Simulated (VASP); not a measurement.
TaSi2:

```
Ta Si
1.0
     4.78390    0.00000    0.00000
    -2.39195    4.14298    0.00000
     0.00000    0.00000    6.57000
Ta Si
3 6
Direct
  0.50000 0.00000 0.00000
  0.50000 0.50000 0.66667
  0.00000 0.50000 0.33333
  0.15897 0.31794 0.00000
  0.84103 0.15897 0.66667
  0.68206 0.84103 0.33333
  0.84103 0.68206 0.00000
  0.15897 0.84103 0.66667
  0.31794 0.15897 0.33333
```

Base run:

| Quantity | Value |
| --- | --- |
| Program | VASP 6.6.1 |
| Functional | LDA |
| Potentials or basis | VASP PAW LDA potentials, release 64 (Ta_pv, Si) |
| Cutoff | 520 eV |
| k mesh | 11 × 11 × 7 |
| Occupations | fermi-dirac, width 0.05 eV |
| Spin | no spin polarisation |

Its results: band gap on the k mesh zero (an odd number of electrons rules out a gap without spin polarisation); pressure -5.1 GPa; largest force 0.039 eV/Å.

Task: The run is repeated on the same cell with these changes: functional from LDA to PBEsol; potentials or basis from VASP PAW LDA potentials, release 64 (Ta_pv, Si) to VASP PAW PBE potentials, release 64 (Ta_pv, Si). What comes out?

Result: Band gap on the k mesh zero (an odd number of electrons rules out a gap without spin polarisation); pressure -1.9 GPa; largest force 0.030 eV/Å.

Caveats: spin-orbit coupling is left out, which moves the levels of the heavy elements; an odd number of electrons without spin polarisation forces a metal; a magnetic or distorted state may lie lower; the cell stands under tension (at least some runs); the PAW data sets were made with another functional, which shifts forces and pressure a little (at least some runs).
